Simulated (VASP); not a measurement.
A run of VASP 6.6.1:

The input INCAR:

```
SYSTEM = Mg2Sn
PREC     = Accurate       ! precision mode
ENCUT    = 600            ! plane-wave cutoff, eV
EDIFF    = 1E-7           ! SCF threshold, eV
ISMEAR   = -1             ! smearing method
SIGMA    = 0.1            ! smearing width, eV
LREAL    = .FALSE.        ! projectors in reciprocal space
LASPH    = .TRUE.         ! aspherical terms in the spheres
NELM     = 120            ! most SCF steps
ALGO     = Normal         ! electronic algorithm
ISIF     = 3              ! what is computed and relaxed
LWAVE    = .FALSE.        ! write WAVECAR
LCHARG   = .FALSE.        ! write CHGCAR
GGA      = CA             ! functional
IBRION   = 2              ! ionic algorithm
NSW      = 100            ! ionic steps
EDIFFG   = -0.002         ! ionic threshold
PSTRESS  = 100.0        
GGA_COMPAT= .FALSE.      
NELMIN   = 4
```

File KPOINTS:

```
regular mesh
0
G
  12 12 12
  0 0 0
```

Contents of POSCAR:

```
Mg2Sn
1.0
    0.0000000000      3.3323612206      3.3323612206
    3.3323612206      0.0000000000      3.3323612206
    3.3323612206      3.3323612206      0.0000000000
Mg Sn
2 1
Direct
    0.2500000000      0.2500000000      0.2500000000
    0.7500000000      0.7500000000      0.7500000000
    0.0000000000      0.0000000000      0.0000000000
```

Potentials or basis: VASP PAW LDA potentials, release 64 (Mg, Sn_d).

The run is started by

```sh
$ cat potpaw_LDA.64/Mg/POTCAR potpaw_LDA.64/Sn_d/POTCAR > POTCAR
$ mpirun -np 1 vasp_std > vasp.out
```

Hardware: 1 thread of Intel(R) Xeon(R) 6975P-C (Granite Rapids) (shared host).

Task: Estimate the wall time of this run.

Result: Run time: 3.2 min on 1 thread of Intel(R) Xeon(R) 6975P-C (Granite Rapids), on a shared host, peak memory 0.26 GiB. Counts: scf iterations 53, k points 72, ion steps 6.
